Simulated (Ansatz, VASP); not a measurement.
# InP in VASP and in Ansatz

```xyz
2
Lattice="0.0000 2.8933 2.8933 2.8933 0.0000 2.8933 2.8933 2.8933 0.0000" Properties=species:S:1:pos:R:3 pbc="T T T"
In    0.0000    0.0000    0.0000
P     1.4466    1.4466    1.4466
```

Alike in both runs: task single point; functional r2SCAN; k mesh 8 × 8 × 8; occupations gaussian, width 0.02 eV; no spin polarisation.

```csv
,VASP,Ansatz
version,VASP 6.6.1,Ansatz 0.2.0
potentials or method,"VASP PAW PBE potentials, release 64 (In_d, P), cutoff 520 eV","scalar-relativistic, plane waves, PAW"
valence electrons in the cell,18,18
```

|  | VASP | Ansatz | Ansatz less VASP |
| --- | --- | --- | --- |
| gap on the k mesh at the Fermi level (eV) | 1.39 | 1.39 | -0.006 |
| least direct gap on the mesh (eV) | 1.39 | 1.39 | -0.006 |
| pressure (GPa) | 4.7 | 4.9 | +0.14 |

VASP's potentials were made for PBE, not for r2SCAN. The functional is the same, so the differences come from potentials, cutoffs and numerics.
